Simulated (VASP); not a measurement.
# Ba in VASP: notebook

Ba is run at these levels: PBE; tasks: single point.

Everything below comes from runs of VASP 6.6.1. Logs are shortened: lines on timing, memory, paths and dates and some standing lists are left out, and cuts for length are marked.

### Step 1. The cell of the first run

The cell holds a slab with vacuum, 4 atoms: a = 7.106 Å, b = 7.106 Å, c = 24.352 Å, α = 90.00°, β = 90.00°, γ = 120.00°.

### Step 2. Single point, PBE

Contents of INCAR:

```
SYSTEM = Ba
ALGO     = Normal         ! electronic algorithm
DIPOL    = 0.5 0.5 0.500
EDIFF    = 1E-6           ! SCF threshold, eV
EFIELD   = -0.1         
ENCUT    = 400            ! plane-wave cutoff, eV
GGA      = PE             ! functional
GGA_COMPAT= .FALSE.      
IDIPOL   = 3            
ISIF     = 2              ! what is computed and relaxed
ISMEAR   = -1             ! smearing method
LASPH    = .TRUE.         ! aspherical terms in the spheres
LCHARG   = .FALSE.        ! write CHGCAR
LDIPOL   = .TRUE.       
LREAL    = .FALSE.        ! projectors in reciprocal space
LWAVE    = .FALSE.        ! write WAVECAR
NBANDS   = 28             ! bands
NELM     = 120            ! most SCF steps
NELMDL   = -8           
PREC     = Accurate       ! precision mode
SIGMA    = 0.1            ! smearing width, eV
```

Contents of KPOINTS:

```
k-points
0
G
  6 6 1
  0 0 0
```

Contents of POSCAR:

```
Ba
1.0
    7.1064158584      0.0000000000      0.0000000000
   -3.5532079292      6.1543366632      0.0000000000
    0.0000000000      0.0000000000     24.3518000000
Ba
4
Direct
    0.0000000000      0.0000000000      0.4136124001
    0.3333333333      0.6666666667      0.4997039908
    0.6666666667      0.3333333333      0.5002962971
    0.0000000000      0.0000000000      0.5863873116
```

Potentials or basis: VASP PAW PBE potentials, release 64 (Ba_sv).

Run with:

```bash
$ cat potpaw_PBE.64/Ba_sv/POTCAR > POTCAR
$ mpirun -np 1 vasp_std > vasp.out
```

OUTCAR:

```text
SYSTEM = Ba
   EDIFF = 1E-6
   ENCUT = 400
   GGA = PE
   ISIF = 2
   ISMEAR = -1
   LASPH = .TRUE.
   LREAL = .FALSE.
   NELM = 120
   NELMDL = -8
   PREC = Accurate

 ion  position               nearest neighbor table
   1  0.000  0.000  0.414-   4 4.21   2 4.61   2 4.61   2 4.61   3 4.61   3 4.61   3 4.61
   2  0.333  0.667  0.500-   3 4.10   3 4.10   3 4.10   1 4.61   1 4.61   1 4.61   4 4.61   4 4.61
                             4 4.61
   3  0.667  0.333  0.500-   2 4.10   2 4.10   2 4.10   4 4.61   4 4.61   4 4.61   1 4.61   1 4.61
                             1 4.61
   4  0.000  0.000  0.586-   1 4.21   3 4.61   3 4.61   3 4.61   2 4.61   2 4.61   2 4.61

  LATTYP: Found a hexagonal cell.
 ALAT       =     7.1064158584
 C/A-ratio  =     3.4267344447

  Lattice vectors:

 A1 = (   7.1064158584,   0.0000000000,   0.0000000000)
 A2 = (  -3.5532079292,   6.1543366632,   0.0000000000)
 A3 = (   0.0000000000,   0.0000000000,  24.3518000000)

Analysis of symmetry for initial positions (statically):
=====================================================================
 Subroutine PRICEL returns:
 Original cell was already a primitive cell.

 Routine SETGRP: Setting up the symmetry group for a
 hexagonal supercell.

 Subroutine GETGRP returns: Found 12 space group operations
 (whereof 12 operations were pure point group operations)
 out of a pool of 24 trial point group operations.

The static configuration has the point symmetry D_3d.

Analysis of symmetry for dynamics (positions and initial velocities):
=====================================================================
 An external electric field (EFIELD) may reduce the allowed symmetry operations
 Subroutine PRICEL returns:
 Original cell was already a primitive cell.

 Routine SETGRP: Setting up the symmetry group for a
 hexagonal supercell.

 Subroutine GETGRP returns: Found  6 space group operations
 (whereof  6 operations were pure point group operations)
 out of a pool of 24 trial point group operations.

The dynamic configuration has the point symmetry C_3v.

 Subroutine INISYM returns: Found  6 space group operations
 (whereof  6 operations are pure point group operations),
 and found     1 'primitive' translations

----------------------------------------------------------------------------------------

                                     Primitive cell

  volume of cell :    1065.0327

  direct lattice vectors                    reciprocal lattice vectors
     7.106415858  0.000000000  0.000000000     0.140717912  0.081243524  0.000000000
    -3.553207929  6.154336663  0.000000000     0.000000000  0.162487049  0.000000000
     0.000000000  0.000000000 24.351800000     0.000000000  0.000000000  0.041064726

  length of vectors
     7.106415858  7.106415858 24.351800000     0.162487049  0.162487049  0.041064726

  position of ions in fractional coordinates (direct lattice)
     0.000000000  0.000000000  0.413612400
     0.333333333  0.666666667  0.499703991
     0.666666667  0.333333333  0.500296297
     0.000000000  0.000000000  0.586387312

  ion indices of the primitive-cell ions
   primitive index   ion index
                 1           1
                 2           2
                 3           3
                 4           4

----------------------------------------------------------------------------------------

 KPOINTS: k-points

Automatic generation of k-mesh.
 Grid dimensions read from file:
 generate k-points for:    6    6    1

 Generating k-lattice:

  Cartesian coordinates                     Fractional coordinates (reciprocal lattice)
     0.023452985  0.013540587  0.000000000     0.166666667  0.000000000  0.000000000
     0.000000000  0.027081175  0.000000000     0.000000000  0.166666667  0.000000000
     0.000000000  0.000000000  0.041064726     0.000000000  0.000000000  1.000000000

  Length of vectors
     0.027081175  0.027081175  0.041064726

  Shift w.r.t. Gamma in fractional coordinates (k-lattice)
     0.000000000  0.000000000  0.000000000

 Subroutine IBZKPT returns following result:
 ===========================================

 Found      7 irreducible k-points:

 Following reciprocal coordinates:
            Coordinates               Weight
  0.000000  0.000000  0.000000      1.000000
  0.166667  0.000000  0.000000      6.000000
  0.333333 -0.000000  0.000000      6.000000
  0.500000  0.000000  0.000000      3.000000
  0.166667  0.166667  0.000000      6.000000
  0.333333  0.166667  0.000000     12.000000
  0.333333  0.333333  0.000000      2.000000
   k-points           NKPTS =      7   k-points in BZ     NKDIM =      7   number of bands    NBANDS=     28
   number of dos      NEDOS =    301   number of ions     NIONS =      4
   total plane-waves  NPLWV = 368640
   dimension x,y,z NGX =    48 NGY =   48 NGZ =  160
   dimension x,y,z NGXF=    96 NGYF=   96 NGZF=  320
   ions per type =               4
   NGX,Y,Z   is equivalent  to a cutoff of  11.23, 11.23, 10.92 a.u.
   NGXF,Y,Z  is equivalent  to a cutoff of  22.46, 22.46, 21.85 a.u.
 SYSTEM =  Ba
   PREC   = accura    normal or accurate (medium, high low for compatibility)
   ISTART =      0    job   : 0-new  1-cont  2-samecut
   ICHARG =      2    charge: 1-file 2-atom 10-const
   ISPIN  =      1    spin polarized calculation?
   LNONCOLLINEAR =      F non collinear calculations
   LSORBIT =      F    spin-orbit coupling
   LASPH  =      T    aspherical Exc in radial PAW
   ENCUT  =  400.0 eV  29.40 Ry    5.42 a.u.  11.59 11.59 39.71*2*pi/ulx,y,z
   NELM   =    120;   NELMIN=  2; NELMDL= -8     # of ELM steps
   EDIFF  = 0.1E-05   stopping-criterion for ELM
   LREAL  =      F    real-space projection
   EDIFFG = 0.1E-04   stopping-criterion for IOM
   NSW    =      0    number of steps for IOM
   IBRION =     -1    ionic relax: 0-MD 1-quasi-New 2-CG
   NFREE  =      0    steps in history (QN), initial steepest desc. (CG)
   ISIF   =      2    stress and relaxation
   ISYM   =      2    0-nonsym 1-usesym 2-fastsym
   POTIM  = 0.5000    time-step for ionic-motion
   TEBEG  =    0.0;   TEEND  =   0.0 temperature during run
   PSTRESS=    0.0 pullay stress
   NELECT =      40.0000    total number of electrons
   NUPDOWN=      -1.0000    fix difference up-down
   EMIN   =  10.00;   EMAX   =-10.00  energy-range for DOS
   EFERMI =   0.00;   METHOD = LEGACY
   ISMEAR =    -1;   SIGMA  =   0.10  broadening in eV -4-tet -1-fermi 0-gaus
   EFERMI_NEDOS =   21; number of points for ismear=-14 and -15
   IALGO  =     38    algorithm
   IMIX   =      4    mixing-type and parameters
     AMIX     =   0.40;   BMIX     =  1.00
     AMIX_MAG =   1.60;   BMIX_MAG =  1.00
  volume/ion in A,a.u.               =     266.26      1796.80
  Fermi-wavevector in a.u.,A,eV,Ry     =   0.548244  1.036031  4.089523  0.300571
  Thomas-Fermi vector in A             =   1.578850
   LORBIT       =      0    0 simple, 1 ext, 2 COOP (PROOUT), +10 PAW based schemes
   GGA     = PE    functional components
   LHFCALC =     F    Hartree Fock is set to
   AEXX    =    0.0000 exact exchange contribution
   IVDW    =     0    specifies the selected vdW correction
   LEPSILON=     F    determine dielectric tensor
   LRPA    =     F    only Hartree local field effects (RPA)
 non-spin polarized calculation
  energy-cutoff  :      400.00
  volume of cell :     1065.03
 maximum number of plane-waves:     19398
 NGX is ok and might be reduce to    48
   NGX = 23   NGY = 23   NGZ = 79

 dipolmoment           0.000000      0.000000      0.000000 electrons x Angstroem

 number of electron      39.9999999 magnetization

 dipolmoment           0.000000      0.000000     -0.211603 electrons x Angstroem

 Free energy of the ion-electron system (eV)
  ---------------------------------------------------
  ext. energy  EPLUGINS =         0.00000000
  ---------------------------------------------------
  free energy    TOTEN  =        -5.83183927 eV

  energy without entropy =       -5.57003554  energy(sigma->0) =       -5.70093741

 E-fermi :  -1.3445     XC(G=0):  -2.5254

 val. band max:       -1.3626984666   @ k =   0.1667   0.1667   0.0000
 cond. band min:      -1.3275537229   @ k =   0.1667   0.0000   0.0000
 fundamental gap:      0.0351447438
 Fermi energy:        -1.3444979941

 k-point     1 :       0.0000    0.0000    0.0000
  band No.  band energies     occupation
      1     -30.9024      2.00000
      2     -30.8885      2.00000
      3     -30.4072      2.00000
      4     -30.3514      2.00000
      5     -16.1687      2.00000
      6     -16.0487      2.00000
[... 20 lines left out ...]
     27      -0.0261      0.00000
     28       0.5857      0.00000

 k-point     2 :       0.1667    0.0000    0.0000
  band No.  band energies     occupation
      1     -30.9023      2.00000
      2     -30.8885      2.00000
      3     -30.4040      2.00000
      4     -30.3548      2.00000
      5     -16.1709      2.00000
      6     -16.0537      2.00000
[... 20 lines left out ...]
     27      -0.0119      0.00000
     28       0.4948      0.00000

 k-point     3 :       0.3333   -0.0000    0.0000
  band No.  band energies     occupation
      1     -30.9022      2.00000
      2     -30.8885      2.00000
      3     -30.3957      2.00000
      4     -30.3634      2.00000
      5     -16.1761      2.00000
      6     -16.0633      2.00000
[... 20 lines left out ...]
     27      -0.0424      0.00000
     28       0.1789      0.00000

 k-point     4 :       0.5000    0.0000    0.0000
  band No.  band energies     occupation
      1     -30.9021      2.00000
      2     -30.8885      2.00000
      3     -30.3890      2.00000
      4     -30.3702      2.00000
      5     -16.1789      2.00000
      6     -16.0680      2.00000
[... 20 lines left out ...]
     27      -0.0869      0.00001
     28      -0.0201      0.00000

 k-point     5 :       0.1667    0.1667    0.0000
  band No.  band energies     occupation
      1     -30.9022      2.00000
      2     -30.8885      2.00000
      3     -30.3981      2.00000
      4     -30.3609      2.00000
      5     -16.1751      2.00000
      6     -16.0570      2.00000
[... 20 lines left out ...]
     27      -0.0295      0.00000
     28       0.1606      0.00000

 k-point     6 :       0.3333    0.1667    0.0000
  band No.  band energies     occupation
      1     -30.9021      2.00000
      2     -30.8885      2.00000
      3     -30.3889      2.00000
      4     -30.3702      2.00000
      5     -16.1801      2.00000
      6     -16.0604      2.00000
[... 20 lines left out ...]
     27      -0.2069      0.00002
     28      -0.0849      0.00001

 k-point     7 :       0.3333    0.3333    0.0000
  band No.  band energies     occupation
      1     -30.9021      2.00000
      2     -30.8885      2.00000
      3     -30.3796      2.00000
      4     -30.3796      2.00000
      5     -16.1830      2.00000
      6     -16.0511      2.00000
[... 20 lines left out ...]
     27      -0.2771      0.00005
     28      -0.2549      0.00004

------------------------ aborting loop because EDIFF is reached ----------------------------------------

 vacuum level on the upper side and lower side of the slab       (xc-potential included)         0.623        -0.899

  FORCE on cell =-STRESS in cart. coord.  units (eV):
  Direction    XX          YY          ZZ          XY          YZ          ZX
  --------------------------------------------------------------------------------------
  -------------------------------------------------------------------------------------
  Total       -0.3037821     -0.3037821      0.0252528      0.0000000      0.0000000      0.0000000
  in kB       -0.4569933     -0.4569933      0.0379890      0.0000000      0.0000000      0.0000000
  external PRESSURE =      -0.2919992 kB  Pullay stress =       0.0000000 kB

 VOLUME and BASIS-vectors are now :
 -----------------------------------------------------------------------------
  energy-cutoff  :      400.00
  volume of cell :     1065.03
      direct lattice vectors                 reciprocal lattice vectors
     7.106415858  0.000000000  0.000000000     0.140717912  0.081243524  0.000000000
    -3.553207929  6.154336663  0.000000000     0.000000000  0.162487049  0.000000000
     0.000000000  0.000000000 24.351800000     0.000000000  0.000000000  0.041064726

 POSITION                                       TOTAL-FORCE (eV/Angst)
 -----------------------------------------------------------------------------------
      0.00000      0.00000     10.07221        -0.000000      0.000000     -0.008300
     -0.00000      4.10289     12.16869        -0.000000      0.000000     -0.004866
      3.55321      2.05145     12.18312         0.000000     -0.000000     -0.007263
      0.00000      0.00000     14.27959        -0.000000      0.000000      0.020428
 -----------------------------------------------------------------------------------
    total drift:                               -0.000000     -0.000000      0.000028

  FREE ENERGIE OF THE ION-ELECTRON SYSTEM (eV)
  ---------------------------------------------------
  free  energy   TOTEN  =        -5.8318392727 eV

  energy  without entropy=       -5.5700355376  energy(sigma->0) =       -5.70093741

 vacuum level on the upper side and lower side of the slab         1.690         0.183
```

Wall time 3 min (1 thread of Intel Xeon 6975P-C (Granite Rapids), shared host); peak memory 0.74 GiB.

Results:

```
Free energy   : -5.8318 eV
Largest force : 0.020 eV/Å
```

Forces in eV/Å, atoms in the order of the input:
```
Ba   0.000  0.000 -0.008
Ba   0.000  0.000 -0.005
Ba   0.000  0.000 -0.007
Ba   0.000  0.000  0.020
```

Caveat: spin-orbit coupling is left out, which moves the levels of the heavy elements.

### Step 3. Single point, PBE

Contents of INCAR:

```
  PREC = Accurate
  ENCUT = 400
  EDIFF = 1E-6
  ISMEAR = -1
  SIGMA = 0.1
  LREAL = False
  LASPH = True
  NELM = 120
  ALGO = Normal
  ISIF = 2
  LWAVE = False
  LCHARG = False
  GGA = PE
  NBANDS = 28
  GGA_COMPAT = False
  NELMDL = -8
```

Contents of KPOINTS:

```
regular mesh
0
Gamma
  6 6 1
```

POSCAR is that of step 2.

Potentials or basis: VASP PAW PBE potentials, release 64 (Ba_sv).

Run with:

```bash
$ cat potpaw_PBE.64/Ba_sv/POTCAR > POTCAR
$ mpirun -np 1 vasp_std > vasp.out
```

Run time: 2.7 min. Hardware: 1 thread of Intel Xeon 6975P-C (Granite Rapids), shared host; peak memory 0.74 GiB.

Results (log left out):

```yaml
Free_energy: -5.8213 eV
Largest_force: 0.013 eV/Å
```

Forces on the atoms (eV/Å):
```
Ba   0.000  0.000 -0.013
Ba   0.000  0.000  0.001
Ba   0.000  0.000 -0.001
Ba   0.000  0.000  0.013
```

Levels at points of the mesh, in eV from the Fermi level:
```tsv
k point	band 17	band 18	band 19	band 20	band 21	band 22	band 23	band 24
(0.00, 0.00, 0.00)	-2.25	-0.67	-0.03	-0.03	0.05	0.16	0.16	0.71
(0.50, 0.00, 0.00)	-1.05	-1.01	-0.44	-0.40	0.23	0.35	0.48	0.52
```

Caveat: there is no dipole correction, which matters where the two faces differ; spin-orbit coupling is left out, which moves the levels of the heavy elements.
